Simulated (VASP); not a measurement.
Runs of VASP 6.6.1 on TaBi. The structure is that of space group F-43m (No. 216), or close to it. The cells are those of the table. 

```csv
level,potentials or basis,cell,k mesh,gap on the mesh (eV),pressure (GPa)
PBE,"VASP PAW PBE potentials, release 64 (Ta_pv, Bi_d)","a = 4.629 Å, angles 60.0°, 2 atoms",10 × 10 × 10,none,-2.3
PBE,"VASP PAW PBE potentials, release 64 (Ta_pv, Bi_d)","a = 4.483 Å, angles 60.0°, 2 atoms",10 × 10 × 10,none,3.9
PBE,"VASP PAW PBE potentials, release 64 (Ta_pv, Bi_d)","a = 4.569 Å, angles 60.0°, 2 atoms","10 × 10 × 10, shifted",none,-0.1
PBE,"VASP PAW PBE potentials, release 64 (Ta_pv, Bi_d)","a = 4.538 Å, angles 60.0°, 2 atoms",10 × 10 × 10,none,1.2
PBEsol,"VASP PAW PBE potentials, release 64 (Ta_pv, Bi_d)","a = 4.569 Å, angles 60.0°, 2 atoms",10 × 10 × 10,none,-2.8
LDA,"VASP PAW LDA potentials, release 64 (Ta_pv, Bi_d)","a = 4.569 Å, angles 60.0°, 2 atoms",10 × 10 × 10,none,(b)
PBE,"VASP PAW PBE potentials, release 64 (Ta_pv, Bi_d)","a = 4.599 Å, angles 60.0°, 2 atoms",10 × 10 × 10,none,(a)
PBE,"VASP PAW PBE potentials, release 64 (Ta_pv, Bi_d)","a = 4.673 Å, angles 60.0°, 2 atoms",10 × 10 × 10,none,(c)
```

Alike in all rows: task single point; no spin polarisation; cutoff (eV) 520; smearing gaussian 0.05 eV.

Task: Fill in the values left out.

Result: (a) -1.2; (b) -4.2; (c) -3.7.

Caveats: spin-orbit coupling is left out, which moves the levels of the heavy elements; the cell stands under tension (at least some runs); the cell stands under pressure (at least some runs); the PAW data sets were made with another functional, which shifts forces and pressure a little (at least some runs).

A k mesh can miss the band edges, and the runs leave out spin-orbit coupling on Bi, Ta.

A gap of «none» marks levels without a gap at the run's occupations.
